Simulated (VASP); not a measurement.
A run of VASP 6.6.1 is set up as follows.

The input INCAR:

```
SYSTEM = Gd
ALGO = Normal
EDIFF = 1E-6
ENCUT = 520
GGA = PS
ISIF = 2
ISMEAR = -1
ISPIN = 2
LASPH = .True.
LCHARG = .False.
LMAXMIX = 6
LORBIT = 11
LREAL = .False.
LWAVE = .False.
MAGMOM = 9.1
NBANDS = 19
NELM = 150
PREC = Accurate
SIGMA = 0.05
```

KPOINTS

```
k-points
0
Gamma
  10 10 10
  0 0 0
```

File POSCAR:

```
Gd
1.0
    0.0000000000      2.5858190000      2.5858190000
    2.5858190000      0.0000000000      2.5858190000
    2.5858190000      2.5858190000      0.0000000000
Gd
1
Direct
    0.0000000000      0.0000000000      0.0000000000
```

Potentials or basis: VASP PAW PBE potentials, release 64 (Gd).

Run with:

```sh
$ cat potpaw_PBE.64/Gd/POTCAR > POTCAR
$ mpirun -np 1 vasp_std > vasp.out
```

Task: What does it give for the site moments?

Result: Gd +6.93 μB.

Task: What does it give for the pressure?

Result: -3.4 GPa.

Task: Predict the net moment.

Result: 7.49 μB per cell.

Caveat: the PAW data sets were made with another functional, which shifts forces and pressure a little. The state reached can hang on the start; a lower one may exist.
